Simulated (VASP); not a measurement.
Write the native input for VASP 6.6.1 that does the following.

```
Task                   : single point
Functional             : LDA
Potentials or basis    : VASP PAW LDA potentials, release 64 (Li_sv, P)
Cutoff                 : 520 eV
k mesh                 : 6 × 6 × 8
Occupations            : fermi-dirac, width 0.025 eV
Spin                   : no spin polarisation
Dipole correction      : no
Further INCAR settings : ALGO = Normal; EDIFF = 1e-06; NBANDS = 12
```

The structure of Li2P lies in POSCAR:

```
Li2P
1.0
   -1.6242032100      1.6242032100      4.0946098800
    1.6242032100     -1.6242032100      4.0946098800
    1.6242032100      1.6242032100     -4.0946098800
Li P
2 1
Direct
    0.6947180000      0.6602170000      0.0116230000
    0.3151600000      0.3175380000     -0.0135140000
   -0.0008010000      0.0159290000      0.0069600000
```

These files were run (other wordings do the same):

INCAR

```
PREC = Accurate
ENCUT = 520
EDIFF = 1E-6
ISMEAR = -1
SIGMA = 0.025
LREAL = False
LASPH = True
NELM = 60
ALGO = Normal
ISIF = 2
LWAVE = False
LCHARG = True
LELF = True
LVHAR = True
NBANDS = 12
```

KPOINTS

```
regular mesh
0
Gamma
  6 6 8
```

Potentials or basis: VASP PAW LDA potentials, release 64 (Li_sv, P).

The run is started by

```bash
$ cat potpaw_LDA.64/Li_sv/POTCAR potpaw_LDA.64/P/POTCAR > POTCAR
$ mpirun -np 1 vasp_std > vasp.out
```

Results of the run:

```json
{"Largest force": "0.828 eV/Å", "Band gap on the k mesh": "zero (an odd number of electrons rules out a gap without spin polarisation)"}
```

It took 99 s on 1 thread of Intel(R) Xeon(R) Platinum 8375C CPU @ 2.90GHz (Ice Lake), on a shared host, peak memory 0.2 GiB.
